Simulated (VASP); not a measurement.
**ZnS: single point with PBE**

Crystal: ZnS.

```
Zn S
1.0
     0.00000    2.63992    2.63992
     2.63992    0.00000    2.63992
     2.63992    2.63992    0.00000
Zn S
1 1
Direct
  0.00000 0.00000 0.00000
  0.75000 0.75000 0.75000
```

This cell differs from its parent crystal: strain -0.030 along x and y, -0.030 along z.

```json
{"Program": "VASP 6.6.1", "Task": "single point", "Functional": "PBE", "Potentials or basis": "VASP PAW PBE potentials, release 64 (Zn, S)", "Cutoff": "520 eV", "k mesh": "8 × 8 × 8", "Occupations": "gaussian, width 0.05 eV", "Spin": "no spin polarisation", "Dipole correction": "no", "Further INCAR settings": "ALGO = Normal; EDIFF = 1e-06; NBANDS = 16"}
```

```
Pressure               : 8.0 GPa
Band gap on the k mesh : 2.43 eV, direct
```

Levels at points of the mesh, in eV from the valence-band top:
| k point | band 5 | band 6 | band 7 | band 8 | band 9 | band 10 | band 11 | band 12 | band 13 | band 14 |
| --- | --- | --- | --- | --- | --- | --- | --- | --- | --- | --- |
| (0.00, 0.00, 0.00) | -6.06 | -6.06 | 0.00 | 0.00 | 0.00 | 2.43 | 6.34 | 6.34 | 6.34 | 11.84 |
| (0.50, 0.00, 0.00) | -6.02 | -5.87 | -5.74 | -0.97 | -0.97 | 3.44 | 6.88 | 6.88 | 9.13 | 12.50 |
| (0.50, 0.50, 0.00) | -5.97 | -5.82 | -4.84 | -2.48 | -2.48 | 3.24 | 4.05 | 11.50 | 12.45 | 12.45 |

Wall time 7.2 s on 1 thread of Intel(R) Xeon(R) 6975P-C (Granite Rapids) (shared host), peak memory 0.16 GiB.

Caveat: the cell differs from its parent crystal (strain -0.030 along x and y, -0.030 along z).
